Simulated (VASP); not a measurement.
Runs of VASP 6.6.1 on CuO (CsCl type). The structure is that of space group Pm-3m (No. 221), or close to it. The cells are those of the table. 

```csv
task,cell,gap on the mesh (eV),pressure (GPa)
electric field gradients,"a = 2.637 Å, angles 90.0, 90.0, 91.7°, 2 atoms",none,0.2
electric field gradients,"a = 2.677, b = 2.677, c = 2.558 Å, 2 atoms",none,0.4
single point,"a = 2.637 Å, 2 atoms",none,(a)
single point,"a = 2.637 Å, angles 90.0, 90.0, 91.7°, 2 atoms",none,0.2
single point,"a = 2.677, b = 2.677, c = 2.558 Å, 2 atoms",none,0.3
```

Alike in all rows: level PBE; potentials or basis VASP PAW PBE potentials, release 64 (Cu, O); no spin polarisation; k mesh 12 × 12 × 12; cutoff (eV) 520; smearing fermi-dirac 0.08 eV.

Estimate the missing entries.

(a) 0.1.

Caveats: an odd number of electrons without spin polarisation forces a metal; a magnetic or distorted state may lie lower; semilocal functionals often make such compounds metallic where correlation or magnetic order opens a gap, which also shifts bond lengths; the stress differs along the axes, from -4 to 8 GPa (at least some runs).

A gap of «none» marks levels without a gap at the run's occupations.
